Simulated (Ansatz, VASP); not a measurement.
# One calculation of KI, two programs

```
CELL_PARAMETERS angstrom
0.00000 3.96589 3.96589
3.96589 0.00000 3.96589
3.96589 3.96589 0.00000
ATOMIC_POSITIONS crystal
K 0.00000 0.00000 0.00000
I 0.25000 0.25000 0.25000
```

Alike in both runs: task single point; functional r2SCAN; k mesh 4 × 4 × 4; no spin polarisation.

|  | VASP | Ansatz |
| --- | --- | --- |
| version | VASP 6.6.1 | Ansatz 0.2.0 |
| potentials or method | VASP PAW PBE potentials, release 64 (K_sv, I) | plane waves, PAW |
| plane-wave cutoff (eV) | 520 | 500 |
| occupations | gaussian, width 0.01 eV | fixed |
| valence electrons in the cell | 16 | 26 |

```tsv
	VASP	Ansatz	Ansatz less VASP
gap on the k mesh at the Fermi level (eV)	4.47	4.48	+0.004
pressure (GPa)	0.0	0.0	0.00
```

VASP's potentials were made for PBE, not for r2SCAN. VASP's potentials hold 16 valence electrons a cell and Ansatz's 26, so a difference there can come from the potentials and not from the codes.

Spin-orbit coupling is off throughout.
